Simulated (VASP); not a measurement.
Input of a VASP 6.6.1 run:

Contents of INCAR:

```
SYSTEM = W
PREC     = Accurate       ! precision mode
ENCUT    = 520            ! plane-wave cutoff, eV
EDIFF    = 1E-6           ! SCF threshold, eV
ISMEAR   = 0              ! smearing method
SIGMA    = 0.15           ! smearing width, eV
LREAL    = .FALSE.        ! projectors in reciprocal space
LASPH    = .TRUE.         ! aspherical terms in the spheres
NELM     = 80             ! most SCF steps
ALGO     = Fast           ! electronic algorithm
ISIF     = 2              ! what is computed and relaxed
LWAVE    = .FALSE.        ! write WAVECAR
LCHARG   = .FALSE.        ! write CHGCAR
GGA      = PE             ! functional
NBANDS   = 13             ! bands
```

The input KPOINTS:

```
Automatic mesh
0
G
  20 20 20
  0 0 0
```

File POSCAR:

```
W
1.0
   -1.5070040020      1.5440940974      1.5440940974
    1.5440940974     -1.5070040020      1.5440940974
    1.5440940974      1.5440940974     -1.5070040020
W
1
Direct
    0.0000000000      0.0000000000      0.0000000000
```

Potentials or basis: VASP PAW PBE potentials, release 64 (W_sv).

The run is started by

```sh
$ cat potpaw_PBE.64/W_sv/POTCAR > POTCAR
$ mpirun -np 1 vasp_std > vasp.out
```

**Question.** Predict the band gap on the k mesh.

**Answer.** Zero (band 7 reaches 17.65 eV, above the bottom of band 8 at 11.46 eV).

**Question.** What does it give for the pressure?

**Answer.** 35.0 GPa.

Stress tensor (GPa, compression positive):
```
35.00 -4.59 -4.59
-4.59 35.00 -4.59
-4.59 -4.59 35.00
```

Caveat: spin-orbit coupling is left out, which moves the levels of the heavy elements.
